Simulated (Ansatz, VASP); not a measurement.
**Two plane-wave programs on SnO**

File POSCAR:

```
SnO
1.0
    3.8136952200      0.0000000000      0.0000000000
    0.0000000000      3.8136952200      0.0000000000
    0.0000000000      0.0000000000      4.8869133000
Sn O
2 2
Direct
    0.5000000000      0.0000000000      0.7646261400
    0.0000000000      0.5000000000      0.2353738600
    0.0000000000      0.0000000000      0.0000000000
    0.5000000000      0.5000000000      0.0000000000
```

INCAR.step1

```
ALGO     = Normal         # electronic algorithm
EDIFF    = 1E-5           # SCF threshold, eV
ENCUT    = 520            # plane-wave cutoff, eV
GGA      = PE             # functional
ISIF     = 2              # what is computed and relaxed
ISMEAR   = -1             # smearing method
LASPH    = T              # aspherical terms in the spheres
LCHARG   = F              # write CHGCAR
LREAL    = F              # projectors in reciprocal space
LWAVE    = T              # write WAVECAR
NBANDS   = 28             # bands
NELM     = 100            # most SCF steps
PREC     = Accurate       # precision mode
SIGMA    = 0.05           # smearing width, eV
```

INCAR.step2

```
AEXX     = 0.25           # exact-exchange fraction
ALGO     = Normal         # electronic algorithm
EDIFF    = 1E-6           # SCF threshold, eV
ENCUT    = 520            # plane-wave cutoff, eV
GGA      = PS             # functional
ISIF     = 2              # what is computed and relaxed
ISMEAR   = -1             # smearing method
ISTART   = 1            
LASPH    = T              # aspherical terms in the spheres
LCHARG   = F              # write CHGCAR
LHFCALC  = T              # exact exchange
LREAL    = F              # projectors in reciprocal space
LWAVE    = F              # write WAVECAR
NBANDS   = 28             # bands
NELM     = 100            # most SCF steps
PREC     = Accurate       # precision mode
PRECFOCK = Normal       
SIGMA    = 0.05           # smearing width, eV
```

The input KPOINTS:

```
k-points
0
Gamma
  4 4 3
```

The input input.yaml:

```yaml
crystal:
  lattice:
    - [3.81369522, 0.0, 0.0]
    - [0.0, 3.81369522, 0.0]
    - [0.0, 0.0, 4.8869133]
  atoms:
    - { symbol: Sn, position: [0.5, 0.0, 0.76462614] }
    - { symbol: Sn, position: [0.0, 0.5, 0.23537386] }
    - { symbol: O, position: [0.0, 0.0, 0.0] }
    - { symbol: O, position: [0.5, 0.5, 0.0] }
hamiltonian:
  xc: { exchange: pbesol, correlation: pbesol, exx: { coeff: 0.25 } }
  pseudopotentials: { kind: paw }
kpoints:
  mp_grid: { grid: [4, 4, 3] }
  band_path:
    path:
      - [[0.0, 0.0, 0.0], [0.0, 0.5, 0.0], [0.5, 0.5, 0.0], [0.0, 0.0, 0.0], [0.0, 0.0, 0.5], [0.0, 0.5, 0.5], [0.5, 0.5, 0.5], [0.0, 0.0, 0.5]]
      - [[0.0, 0.5, 0.0], [0.0, 0.5, 0.5]]
      - [[0.5, 0.5, 0.0], [0.5, 0.5, 0.5]]
    npoints: 4
scf:
  occupations: { method: fermi_dirac, width: 0.05 }
  n_extra_bands: 10
output:
  forces: true
  stress: true
  eigenvalues: true
  fatbands: false
```

Alike in both runs: functional PBEsol-based global hybrid with a share of 0.25 of exact exchange; k mesh 4 × 4 × 3; occupations fermi-dirac, width 0.05 eV; no spin polarisation.

|  | VASP | Ansatz |
| --- | --- | --- |
| version | VASP 6.6.1 | Ansatz 0.2.0 |
| potentials or method | VASP PAW PBE potentials, release 64 (Sn_d, O) | Ansatz PAW |
| plane-wave cutoff (eV) | 520 | 420 |
| valence electrons in the cell | 40 | 40 |
| task | single point | band structure |

|  | VASP | Ansatz | Ansatz less VASP |
| --- | --- | --- | --- |
| gap on the k mesh at the Fermi level (eV) | 1.20 | 1.14 | -0.060 |
| least direct gap on the mesh (eV) | 3.36 | 3.36 | -0.004 |
| pressure (GPa) | -3.5 | -3.7 | -0.23 |
| traceless stress, the component that is largest in VASP (GPa) | 0.74 | 0.70 | -0.033 |
| rms of the force components (eV/Å) | 0.150 | 0.199 | +0.0485 |

VASP's potentials were made for PBE, not for PBEsol-based global hybrid. Atom by atom the forces differ by 0.048 eV/Å (rms over components).

The k mesh is coarse, so the values compare programs but aren't converged.
